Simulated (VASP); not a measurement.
A run of VASP 6.6.1 is set up as follows.

The input POSCAR:

```
HCN
1.0
   10.0000000000      0.0000000000      0.0000000000
    0.0000000000     12.0000000000      0.0000000000
    0.0000000000      0.0000000000     10.0000000000
C N H
1 1 1
Direct
    0.5004600000      0.4987000000      0.5025550000
    0.5262200000      0.5891500000      0.5286350000
    0.4763800000      0.4143500000      0.4781650000
```

The input INCAR.step1:

```
ALGO = Normal
EDIFF = 1E-5
EFERMI = MIDGAP
ENCUT = 520
GGA = PE
GGA_COMPAT = F
ISIF = 0
ISMEAR = 0
LASPH = T
LCHARG = T
LREAL = F
LWAVE = T
NELM = 100
NELMDL = -8
PREC = Accurate
SIGMA = 0.03
```

INCAR.step2

```
ALGO = All
EDIFF = 1E-6
EFERMI = MIDGAP
ENCUT = 520
GGA = AM
GGA_COMPAT = F
ISEARCH = 1
ISIF = 0
ISMEAR = 0
ISTART = 1
LASPH = T
LCHARG = F
LREAL = F
LWAVE = F
NELM = 100
NELMDL = -8
PREC = Accurate
SIGMA = 0.03
```

File KPOINTS:

```
k-points
0
Gamma
  1 1 1
```

Potentials or basis: VASP PAW PBE potentials, release 64 (C, N, H).

Command:

```bash
$ cat potpaw_PBE.64/C/POTCAR potpaw_PBE.64/N/POTCAR potpaw_PBE.64/H/POTCAR > POTCAR
$ cp INCAR.step1 INCAR
$ mpirun -np 1 vasp_gam > vasp.out
$ cp INCAR.step2 INCAR
$ mpirun -np 1 vasp_gam > vasp.out
```

Problem. Predict the gap between the frontier levels.

Solution. 1.17 eV.

Problem. What does it give for the largest force?

Solution. 1.815 eV/Å.

Forces on the atoms (eV/Å):
```
C   -0.312 -1.306 -0.316
N    0.410  1.718  0.415
H   -0.098 -0.413 -0.099
```

Caveat: the PAW data sets were made with another functional, which shifts forces and pressure a little.
